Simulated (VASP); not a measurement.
Ge, 7 atoms in the cell. The structure is trigonal, space group R-3 (No. 148). The conventional cell has a = 7.220 Å, b = 7.220 Å, c = 10.199 Å, α = 90.00°, β = 90.00°, γ = 120.00°. Ge (site symmetry 1) has 10 Ge at 2.65 to 3.41 Å within 3.5 Å. Within 3.7 Å of Ge (site symmetry -3) lie 12 Ge at 2.80 to 3.22 Å. The cell was generated, and may not be a known phase.

* Program: VASP 6.6.1
* Task: single point
* Functional: PBE
* Potentials or basis: VASP PAW PBE potentials, release 64 (Ge_d)
* Cutoff: 520 eV
* k mesh: 6 × 6 × 6
* Occupations: gaussian, width 0.1 eV
* Spin: no spin polarisation
* Dipole correction: no
* Further INCAR settings: ALGO = Normal; EDIFF = 1e-06; NBANDS = 58

Potentials or basis: VASP PAW PBE potentials, release 64 (Ge_d).

Launch:

```sh
$ cat potpaw_PBE.64/Ge_d/POTCAR > POTCAR
$ mpirun -np 1 vasp_std > vasp.out
```

Hardware: 1 thread of AMD EPYC 9R45 96-Core Processor (Zen 5) (shared host).

Question: Estimate the wall time of this run.

Answer: Wall time 2.4 min on 1 thread of AMD EPYC 9R45 96-Core Processor (Zen 5), on a shared host, peak memory 0.35 GiB. Counts: scf iterations 13, k points 40.
